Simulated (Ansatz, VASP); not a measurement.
## One calculation of W, two programs

```
CELL_PARAMETERS angstrom
-1.54735 1.54735 1.70209
1.54735 -1.54735 1.70209
1.54735 1.54735 -1.70209
ATOMIC_POSITIONS crystal
W 0.00000 0.00000 0.00000
```

Alike in both runs: task single point; functional PBE; k mesh 24 × 24 × 24; occupations gaussian, width 0.15 eV; no spin polarisation.

|  | VASP | Ansatz |
| --- | --- | --- |
| version | VASP 6.6.1 | Ansatz 0.2.0 |
| potentials or method | VASP PAW PBE potentials, release 64 (W_sv), cutoff 520 eV | scalar-relativistic, plane waves, PAW |
| valence electrons in the cell | 14 | 14 |

Ansatz gave:

```
gap on the k mesh at the Fermi level (eV)                     : none
pressure (GPa)                                                : -1.8
traceless stress, the component that is largest in VASP (GPa) : -16.47
```

What did VASP give for the same quantities?

gap on the k mesh at the Fermi level (eV): none; pressure (GPa): -1.4; traceless stress, the component that is largest in VASP (GPa): -16.43.

A gap of «none» marks a metal or a gap that the smearing closes.

Spin-orbit coupling is off throughout.
